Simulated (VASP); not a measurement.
# AlSiO2 (P-3m1) in VASP: a series of runs

Runs on AlSiO2. Level: PBE. Tasks: single point, relaxation of cell and atoms.

Program: VASP 6.6.1. These are calculated values, not measurements. Logs are shortened: lines on timing, memory, paths and dates and some standing lists are left out, and cuts for length are marked.

## (1) The cell of the first run

It takes space group P-3m1 (No. 164, trigonal). The conventional cell has a = 2.681 Å, b = 2.681 Å, c = 10.800 Å, α = 90.00°, β = 90.00°, γ = 120.00°. Within 3.5 Å of Al (site symmetry -3m) lie 6 Al at 2.68 Å. Within 2.4 Å of Si (site symmetry -3m) lie 6 O at 1.80 Å. O (site symmetry 3m) has 3 Si at 1.80 Å within 2.4 Å.

## (2) Single point, PBE

Contents of INCAR:

```
SYSTEM = AlSiO2
PREC = Accurate ; ENCUT = 520
EDIFF = 1E-6 ; ISMEAR = 0
SIGMA = 0.1 ; LREAL = .False.
LASPH = .True. ; NELM = 60
ALGO = Normal ; ISIF = 2
LWAVE = .False. ; LCHARG = .True.
GGA = PE ; LELF = .True.
LVHAR = .True. ; NBANDS = 18
```

Contents of KPOINTS:

```
Automatic mesh
0
Gamma
  6 6 4
  0 0 0
```

Contents of POSCAR:

```
AlSiO2
1.0
    2.6805143851     -0.0000000030      0.0000000000
   -1.3402571900      2.3213935541      0.0000000000
    0.0000000000      0.0000000000     10.7999947661
Al Si O
1 1 2
Direct
    0.0000000000      0.0000000000      0.5000000000
    0.0000000000      0.0000000000      0.0000000000
    0.6666666667      0.3333333333      0.0851751224
    0.3333333333      0.6666666667      0.9148248776
```

Potentials or basis: VASP PAW PBE potentials, release 64 (Al, Si, O).

Run with:

```
cat potpaw_PBE.64/Al/POTCAR potpaw_PBE.64/Si/POTCAR potpaw_PBE.64/O/POTCAR > POTCAR
mpirun -np 1 vasp_std > vasp.out
```

OUTCAR:

```text
SYSTEM = AlSiO2
   PREC = Accurate
   ENCUT = 520
   EDIFF = 1E-6
   ISMEAR = 0
   LREAL = .False.
   LASPH = .True.
   NELM = 60
   ISIF = 2
   GGA = PE

 ion  position               nearest neighbor table
   1  0.000  0.000  0.500-
   2  0.000  0.000  0.000-   3 1.80   4 1.80   4 1.80   3 1.80   3 1.80   4 1.80
   3  0.667  0.333  0.085-   2 1.80   2 1.80   2 1.80
   4  0.333  0.667  0.915-   2 1.80   2 1.80   2 1.80

  LATTYP: Found a hexagonal cell.
 ALAT       =     2.6805143851
 C/A-ratio  =     4.0290754738

  Lattice vectors:

 A1 = (   2.6805143851,  -0.0000000030,   0.0000000000)
 A2 = (  -1.3402571900,   2.3213935541,   0.0000000000)
 A3 = (   0.0000000000,   0.0000000000,  10.7999947661)

Analysis of symmetry for initial positions (statically):
=====================================================================
 Subroutine PRICEL returns:
 Original cell was already a primitive cell.

 Routine SETGRP: Setting up the symmetry group for a
 hexagonal supercell.

 Subroutine GETGRP returns: Found 12 space group operations
 (whereof 12 operations were pure point group operations)
 out of a pool of 24 trial point group operations.

The static configuration has the point symmetry D_3d.

Analysis of symmetry for dynamics (positions and initial velocities):
=====================================================================
 Subroutine PRICEL returns:
 Original cell was already a primitive cell.

 Routine SETGRP: Setting up the symmetry group for a
 hexagonal supercell.

 Subroutine GETGRP returns: Found 12 space group operations
 (whereof 12 operations were pure point group operations)
 out of a pool of 24 trial point group operations.

The dynamic configuration has the point symmetry D_3d.

 Subroutine INISYM returns: Found 12 space group operations
 (whereof 12 operations are pure point group operations),
 and found     1 'primitive' translations

----------------------------------------------------------------------------------------

                                     Primitive cell

  volume of cell :      67.2033

  direct lattice vectors                    reciprocal lattice vectors
     2.680514385 -0.000000003  0.000000000     0.373062725  0.215387864  0.000000000
    -1.340257190  2.321393554  0.000000000     0.000000000  0.430775729  0.000000000
     0.000000000  0.000000000 10.799994766     0.000000000  0.000000000  0.092592637

  length of vectors
     2.680514385  2.680514385 10.799994766     0.430775729  0.430775729  0.092592637

  position of ions in fractional coordinates (direct lattice)
     0.000000000  0.000000000  0.500000000
     0.000000000  0.000000000  0.000000000
     0.666666667  0.333333333  0.085175122
     0.333333333  0.666666667  0.914824878

  ion indices of the primitive-cell ions
   primitive index   ion index
                 1           1
                 2           2
                 3           3
                 4           4

----------------------------------------------------------------------------------------

 KPOINTS: Automatic mesh

Automatic generation of k-mesh.
 Grid dimensions read from file:
 generate k-points for:    6    6    4

 Generating k-lattice:

  Cartesian coordinates                     Fractional coordinates (reciprocal lattice)
     0.062177121  0.035897977  0.000000000     0.166666667  0.000000000  0.000000000
     0.000000000  0.071795955  0.000000000    -0.000000000  0.166666667  0.000000000
     0.000000000  0.000000000  0.023148159     0.000000000  0.000000000  0.250000000

  Length of vectors
     0.071795955  0.071795955  0.023148159

  Shift w.r.t. Gamma in fractional coordinates (k-lattice)
     0.000000000  0.000000000  0.000000000

 Subroutine IBZKPT returns following result:
 ===========================================

 Found     24 irreducible k-points:

 Following reciprocal coordinates:
            Coordinates               Weight
  0.000000  0.000000  0.000000      1.000000
  0.166667 -0.000000  0.000000      6.000000
  0.333333  0.000000  0.000000      6.000000
  0.500000  0.000000  0.000000      3.000000
  0.166667  0.166667  0.000000      6.000000
  0.333333  0.166667  0.000000     12.000000
[... 16 lines left out ...]
  0.333333  0.166667  0.500000     12.000000
  0.333333  0.333333  0.500000      2.000000
   k-points           NKPTS =     24   k-points in BZ     NKDIM =     24   number of bands    NBANDS=     18
   number of dos      NEDOS =    301   number of ions     NIONS =      4
   total plane-waves  NPLWV =  32000
   dimension x,y,z NGX =    20 NGY =   20 NGZ =   80
   dimension x,y,z NGXF=    40 NGYF=   40 NGZF=  160
   ions per type =               1   1   2
   NGX,Y,Z   is equivalent  to a cutoff of  12.40, 12.40, 12.31 a.u.
   NGXF,Y,Z  is equivalent  to a cutoff of  24.81, 24.81, 24.63 a.u.
 SYSTEM =  AlSiO2
   PREC   = accura    normal or accurate (medium, high low for compatibility)
   ISTART =      0    job   : 0-new  1-cont  2-samecut
[... 28 lines left out ...]
  volume/ion in A,a.u.               =      16.80       113.38
  Fermi-wavevector in a.u.,A,eV,Ry     =   1.074474  2.030461 15.707847  1.154494
  Thomas-Fermi vector in A             =   2.210303
   LORBIT       =      0    0 simple, 1 ext, 2 COOP (PROOUT), +10 PAW based schemes
   GGA     = PE    functional components
   LHFCALC =     F    Hartree Fock is set to
   AEXX    =    0.0000 exact exchange contribution
   IVDW    =     0    specifies the selected vdW correction
   LEPSILON=     F    determine dielectric tensor
   LRPA    =     F    only Hartree local field effects (RPA)
 non-spin polarized calculation
 Gauss-broadening in eV      SIGMA  =   0.10
  energy-cutoff  :      520.00
  volume of cell :       67.20
 maximum number of plane-waves:      1839
   NGX =  9   NGY =  9   NGZ = 41

 number of electron      19.0000005 magnetization

 Free energy of the ion-electron system (eV)
  ---------------------------------------------------
  ext. energy  EPLUGINS =         0.00000000
  ---------------------------------------------------
  free energy    TOTEN  =       -25.71716274 eV

  energy without entropy =      -25.71702200  energy(sigma->0) =      -25.71709237

 E-fermi :   4.3333     XC(G=0):  -8.3119

 val. band max:        4.1128179316   @ k =   0.1667   0.1667   0.0000
 cond. band min:       4.5690217184   @ k =   0.3333   0.1667   0.5000
 fundamental gap:      0.4562037868
 Fermi energy:         4.3332593086

 k-point     1 :       0.0000    0.0000    0.0000
  band No.  band energies     occupation
      1     -21.4193      2.00000
      2     -17.6459      2.00000
      3      -4.9837      2.00000
      4      -4.8053      2.00000
      5      -2.2062      2.00000
      6      -2.2062      2.00000
[... 10 lines left out ...]
     17      14.2677      0.00000
     18      16.6064      0.00000

 k-point     2 :       0.1667   -0.0000    0.0000
  band No.  band energies     occupation
      1     -20.9387      2.00000
      2     -17.4629      2.00000
      3      -4.7509      2.00000
      4      -4.2439      2.00000
      5      -4.1836      2.00000
      6      -2.7936      2.00000
[... 10 lines left out ...]
     17      14.1433      0.00000
     18      14.7736      0.00000

 k-point     3 :       0.3333    0.0000    0.0000
  band No.  band energies     occupation
      1     -19.6718      2.00000
      2     -17.2352      2.00000
      3      -7.1400      2.00000
      4      -5.5407      2.00000
      5      -3.6350      2.00000
      6      -2.7180      2.00000
[... 10 lines left out ...]
     17      13.6297      0.00000
     18      14.2301      0.00000

 k-point     4 :       0.5000    0.0000    0.0000
  band No.  band energies     occupation
      1     -18.5716      2.00000
      2     -17.4958      2.00000
      3      -8.3060      2.00000
      4      -6.4421      2.00000
      5      -3.9784      2.00000
      6      -1.9465      2.00000
[... 375 lines left out ...]
      4      -5.6894      2.00000
      5      -4.0519      2.00000
      6      -2.7054      2.00000
[... 10 lines left out ...]
     17      13.4340      0.00000
     18      13.4669      0.00000

 k-point    23 :       0.3333    0.1667    0.5000
  band No.  band energies     occupation
      1     -18.7165      2.00000
      2     -17.3340      2.00000
      3      -7.7990      2.00000
      4      -6.1885      2.00000
      5      -4.8912      2.00000
      6      -2.9393      2.00000
[... 10 lines left out ...]
     17      13.2471      0.00000
     18      14.0328      0.00000

 k-point    24 :       0.3333    0.3333    0.5000
  band No.  band energies     occupation
      1     -17.7852      2.00000
      2     -17.7852      2.00000
      3      -7.9922      2.00000
      4      -5.8519      2.00000
      5      -5.8519      2.00000
      6      -4.2583      2.00000
[... 10 lines left out ...]
     17      13.6690      0.00000
     18      13.7824      0.00000

------------------------ aborting loop because EDIFF is reached ----------------------------------------

  FORCE on cell =-STRESS in cart. coord.  units (eV):
  Direction    XX          YY          ZZ          XY          YZ          ZX
  --------------------------------------------------------------------------------------
  -------------------------------------------------------------------------------------
  Total        0.1429830      0.1429830      0.0719235     -0.0000000     -0.0000000      0.0000000
  in kB        3.4088241      3.4088241      1.7147120     -0.0000000     -0.0000000      0.0000000
  external PRESSURE =       2.8441201 kB  Pullay stress =       0.0000000 kB

 VOLUME and BASIS-vectors are now :
 -----------------------------------------------------------------------------
  energy-cutoff  :      520.00
  volume of cell :       67.20
      direct lattice vectors                 reciprocal lattice vectors
     2.680514385 -0.000000003  0.000000000     0.373062725  0.215387864  0.000000000
    -1.340257190  2.321393554  0.000000000     0.000000000  0.430775729  0.000000000
     0.000000000  0.000000000 10.799994766     0.000000000  0.000000000  0.092592637

 POSITION                                       TOTAL-FORCE (eV/Angst)
 -----------------------------------------------------------------------------------
      0.00000      0.00000      5.40000        -0.000000     -0.000000      0.000000
      0.00000      0.00000      0.00000        -0.000000     -0.000000      0.000000
      1.34026      0.77380      0.91989        -0.000000     -0.000000      0.026436
      0.00000      1.54760      9.88010         0.000000      0.000000     -0.026436
 -----------------------------------------------------------------------------------
    total drift:                               -0.000000      0.000000     -0.000000

  FREE ENERGIE OF THE ION-ELECTRON SYSTEM (eV)
  ---------------------------------------------------
  free  energy   TOTEN  =       -25.7171627415 eV

  energy  without entropy=      -25.7170219951  energy(sigma->0) =      -25.71709237
```

It took 19 s on 1 thread of Intel Xeon Platinum 8375C at 2.90GHz (Ice Lake), shared host; peak memory 0.18 GiB.

Results:

```
Free energy   : -25.7172 eV
Pressure      : 0.3 GPa
Largest force : 0.026 eV/Å
```

Forces on the atoms (eV/Å):
```
Al   0.000  0.000  0.000
Si   0.000  0.000  0.000
O    0.000  0.000  0.026
O    0.000  0.000 -0.026
```

Caveat: the k points lie up to 0.45 Å⁻¹ apart; an odd number of electrons without spin polarisation forces a metal; a magnetic or distorted state may lie lower.

## (3) Relaxation of cell and atoms, PBE

This run uses another cell than the first one, of 6.36 Å³/atom, 0.379 times its volume.

Contents of INCAR:

```
ALGO = Normal
EDIFF = 1E-6
EDIFFG = -0.04
ENCUT = 600
GGA = PE
IBRION = 2
ISIF = 3
ISMEAR = 0
LASPH = True
LCHARG = False
LREAL = False
LWAVE = False
NELM = 100
NSW = 90
PREC = Accurate
SIGMA = 0.1
```

Contents of KPOINTS:

```
k-points
0
Gamma
  6 6 4
```

Contents of POSCAR:

```
AlSiO2
1.0
    2.6123874500      0.0000000000      0.0000000000
   -1.3061937200      2.2623938900      0.0000000000
    0.0000000000      0.0000000000      4.3065784200
Al Si O
1 1 2
Direct
    0.0000000000      0.0000000000      0.5000000000
    0.0000000000      0.0000000000      0.0000000000
    0.6666666700      0.3333333300      0.2057296800
    0.3333333300      0.6666666700      0.7942703200
```

Potentials or basis: VASP PAW PBE potentials, release 64 (Al, Si, O).

Run with:

```
cat potpaw_PBE.64/Al/POTCAR potpaw_PBE.64/Si/POTCAR potpaw_PBE.64/O/POTCAR > POTCAR
mpirun -np 1 vasp_std > vasp.out
```

It took 77 s on 1 thread of Intel Xeon Platinum 8375C at 2.90GHz (Ice Lake), shared host; peak memory 0.15 GiB.

Results (log left out):

- Free energy: -23.5981 eV
- Relaxed volume: 10.88 Å³/atom
- Relaxed cell: a = 2.783 Å, b = 2.783 Å, c = 6.491 Å, α = 90.00°, β = 90.00°, γ = 120.00°
- Space group after relaxing (to 0.05 Å): P-3m1 (No. 164)
- Energy gained by relaxing: 3279.7 meV/atom
- Ionic steps: 16
- Pressure after relaxing: -0.4 GPa
- Largest force after relaxing: 0.032 eV/Å

Forces on the atoms (eV/Å):
```
Al   0.000  0.000  0.000
Si   0.000  0.000  0.000
O    0.000  0.000 -0.032
O    0.000  0.000  0.032
```

Stress tensor (GPa, compression positive):
```
-0.45  0.00  0.00
 0.00 -0.45  0.00
 0.00  0.00 -0.15
```

Step by step:
| step | energy change (eV) | largest force (eV/Å) | pressure (GPa) | volume (Å³) |
| --- | --- | --- | --- | --- |
| 1 | 0.0000 | 2.0885 | 242.30 | 25.45 |
| 2 | -4.6584 | 0.9616 | -47.12 | 79.56 |
| 3 | -10.9004 | 1.3229 | -7.44 | 48.33 |
| 4 | -10.9244 | 1.3435 | -4.21 | 47.30 |
| 5 | -10.9280 | 1.3545 | -2.49 | 46.77 |
| 6 | -11.4837 | 1.7828 | -4.89 | 46.15 |
| 7 | -12.9853 | 1.5032 | -4.58 | 43.42 |
| 8 | -13.0018 | 0.9531 | -0.70 | 42.55 |
| 9 | -13.0185 | 1.2092 | -2.79 | 42.98 |
| 10 | -12.8323 | 2.2496 | 19.68 | 40.90 |
| 11 | -13.0849 | 0.1883 | 4.18 | 42.22 |
| 12 | -13.1111 | 0.1384 | -2.56 | 44.19 |
| 13 | -13.1169 | 0.0432 | -0.65 | 43.58 |
| 14 | -13.1178 | 0.1143 | 1.09 | 43.32 |
| 15 | -13.1185 | 0.0882 | 0.35 | 43.42 |
| 16 | -13.1188 | 0.0319 | -0.35 | 43.53 |

Final structure:
```
Al Si O
1.0
     2.78294    0.00000    0.00000
    -1.39147    2.41010    0.00000
     0.00000    0.00000    6.49058
Al Si O
1 1 2
Direct
  0.00000 0.00000 0.50000
  0.00000 0.00000 0.00000
  0.66667 0.33333 0.13557
  0.33333 0.66667 0.86443
```

Levels at points of the mesh, in eV from the Fermi level:
```tsv
k point	band 7	band 8	band 9	band 10	band 11	band 12	band 13
(0.00, 0.00, 0.00)	-7.58	-7.58	-7.51	-0.34	0.18	1.86	6.16
(0.50, 0.00, 0.00)	-7.77	-7.49	-2.50	-2.12	0.97	1.99	5.26
(0.00, 0.00, 0.50)	-7.59	-7.59	-5.42	-2.14	1.21	2.33	6.15
(0.50, 0.00, 0.50)	-7.78	-7.48	-2.63	-2.26	1.05	2.94	3.04
```

Caveat: the k points lie up to 0.43 Å⁻¹ apart in the final cell; the volume moved by over 15 % at a fixed basis, so the end points are rough; an odd number of electrons without spin polarisation forces a metal; a magnetic or distorted state may lie lower.

## (4) Relaxation of cell and atoms, PBE

This run uses another cell than the first one, of 6.36 Å³/atom, 0.379 times its volume.

Contents of INCAR:

```
ALGO = Normal
EDIFF = 1E-7
EDIFFG = -0.04
ENCUT = 910
GGA = PE
GGA_COMPAT = False
IBRION = 2
ISIF = 3
ISMEAR = 0
LASPH = True
LCHARG = False
LREAL = False
LWAVE = False
NELM = 120
NELMIN = 4
NSW = 90
PREC = Accurate
SIGMA = 0.1
```

KPOINTS is that of step 3.

POSCAR is that of step 3.

Potentials or basis: VASP PAW PBE potentials, release 64 (Al, Si, O_h).

Run with:

```
cat potpaw_PBE.64/Al/POTCAR potpaw_PBE.64/Si/POTCAR potpaw_PBE.64/O_h/POTCAR > POTCAR
mpirun -np 1 vasp_std > vasp.out
```

Wall time 86 s (1 thread of Intel Xeon 6975P-C (Granite Rapids), shared host); peak memory 0.19 GiB.

Results (log left out):

| Quantity | Value |
| --- | --- |
| Free energy | -22.1941 eV |
| Relaxed volume | 10.09 Å³/atom |
| Relaxed cell | a = 2.780 Å, b = 2.780 Å, c = 6.027 Å, α = 90.00°, β = 90.00°, γ = 120.00° |
| Space group after relaxing (to 0.05 Å) | P-3m1 (No. 164) |
| Energy gained by relaxing | 2920.3 meV/atom |
| Ionic steps | 13 |
| Pressure after relaxing | -0.2 GPa |
| Largest force after relaxing | 0.014 eV/Å |

Forces in eV/Å, atoms in the order of the input:
```
Al   0.000  0.000  0.000
Si   0.000  0.000  0.000
O    0.000  0.000 -0.014
O    0.000  0.000  0.014
```

The path:
| step | energy change (eV) | largest force (eV/Å) | pressure (GPa) | volume (Å³) |
| --- | --- | --- | --- | --- |
| 1 | 0.0000 | 2.1652 | 242.04 | 25.45 |
| 2 | 1.7907 | 0.6219 | -74.98 | 79.47 |
| 3 | -9.8676 | 1.3360 | -16.52 | 45.82 |
| 4 | -9.9928 | 1.4113 | -5.76 | 43.59 |
| 5 | -9.9986 | 1.4298 | -2.84 | 43.05 |
| 6 | -10.5537 | 1.8108 | -5.82 | 42.47 |
| 7 | -11.5794 | 0.7824 | -4.76 | 40.26 |
| 8 | -11.5778 | 1.2605 | -6.78 | 40.70 |
| 9 | -11.5898 | 1.0713 | -6.00 | 40.52 |
| 10 | -11.3378 | 2.1673 | 27.05 | 37.37 |
| 11 | -11.6477 | 0.3021 | 2.97 | 39.48 |
| 12 | -11.6806 | 0.0260 | -0.59 | 40.47 |
| 13 | -11.6812 | 0.0138 | -0.16 | 40.35 |

Final structure:
```
Al Si O
1.0
     2.78040    0.00000    0.00000
    -1.39020    2.40790    0.00000
     0.00000    0.00000    6.02655
Al Si O
1 1 2
Direct
  0.00000 0.00000 0.50000
  0.00000 0.00000 0.00000
  0.66667 0.33333 0.14299
  0.33333 0.66667 0.85701
```

Levels at points of the mesh, in eV from the Fermi level:
```csv
k point,band 6,band 7,band 8,band 9,band 10,band 11,band 12,band 13
"(0.00, 0.00, 0.00)",-7.93,-7.89,-7.89,-6.97,-0.33,0.31,2.67,6.01
"(0.50, 0.00, 0.00)",-8.53,-8.06,-7.87,-2.22,-2.01,0.78,1.79,5.85
"(0.00, 0.00, 0.50)",-9.00,-7.88,-7.88,-4.84,-2.16,0.90,3.59,5.99
"(0.50, 0.00, 0.50)",-8.25,-8.06,-7.86,-2.45,-2.20,0.94,2.82,3.10
```

Caveat: the k points lie up to 0.43 Å⁻¹ apart in the final cell; the cutoff is under 1.25 times the usual one of these potentials, so pressure, stress and relaxed cells hold a basis-set (Pulay) error; the volume moved by over 15 % at a fixed basis, so the end points are rough; an odd number of electrons without spin polarisation forces a metal; a magnetic or distorted state may lie lower.

## (5) Summary

```csv
task,potentials or basis,cell,cutoff (eV),second run,gap on the mesh (eV),pressure (GPa),relaxed volume (Å³/atom),largest force (eV/Å)
single point,"VASP PAW PBE potentials, release 64 (Al, Si, O)","a = 2.681, b = 2.681, c = 10.800 Å, angles 90.0, 90.0, 120.0°, 4 atoms",520,-,none,0.3,-,0.03
relaxation of cell and atoms,"VASP PAW PBE potentials, release 64 (Al, Si, O)","relaxed from a = 2.612, b = 2.612, c = 4.307 Å, angles 90.0, 90.0, 120.0°, 4 atoms",600,-,none,-0.4,10.88,0.03
relaxation of cell and atoms,"VASP PAW PBE potentials, release 64 (Al, Si, O_h)","relaxed from a = 2.612, b = 2.612, c = 4.307 Å, angles 90.0, 90.0, 120.0°, 4 atoms",910,hard_potentials,none,-0.2,10.09,0.01
```

Alike in all rows: level PBE; no spin polarisation; k mesh 6 × 6 × 4; smearing gaussian 0.1 eV.

Caveats: all runs use coarse meshes; an odd number of electrons without spin polarisation forces a metal; a magnetic or distorted state may lie lower; the volume moved by over 15 % at a fixed basis, so the end points are rough (some runs); the cutoff is under 1.25 times the usual one of these potentials, so pressure, stress and relaxed cells hold a basis-set (Pulay) error (some runs).

Absolute energies hang on the potentials; compare differences alone.
